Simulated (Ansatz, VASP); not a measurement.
# Two plane-wave programs on ZrB2

```xyz
3
Lattice="3.1722 0.0000 0.0000 -1.5861 2.7472 0.0000 0.0000 0.0000 3.5400" Properties=species:S:1:pos:R:3 pbc="T T T"
Zr    0.0000    0.0000    0.0000
B     0.0000    1.8314    1.7700
B     1.5861    0.9157    1.7700
```

Alike in both runs: functional PBE; k mesh 7 × 7 × 6; occupations gaussian, width 0.2 eV; no spin polarisation.

Ansatz relaxed the structure, and its values are those at the end. VASP's run is a single point on that final structure, the one shown.

|  | VASP | Ansatz |
| --- | --- | --- |
| version | VASP 6.6.1 | Ansatz 0.2.0 |
| potentials or method | VASP PAW PBE potentials, release 64 (Zr_sv, B), cutoff 500 eV | scalar-relativistic, plane waves, PAW |
| valence electrons in the cell | 18 | 18 |

|  | VASP | Ansatz | Ansatz less VASP |
| --- | --- | --- | --- |
| gap on the k mesh at the Fermi level (eV) | none | none | - |
| pressure (GPa) | 0.2 | 0.0 | -0.17 |

A gap of «none» marks a metal or a gap that the smearing closes.
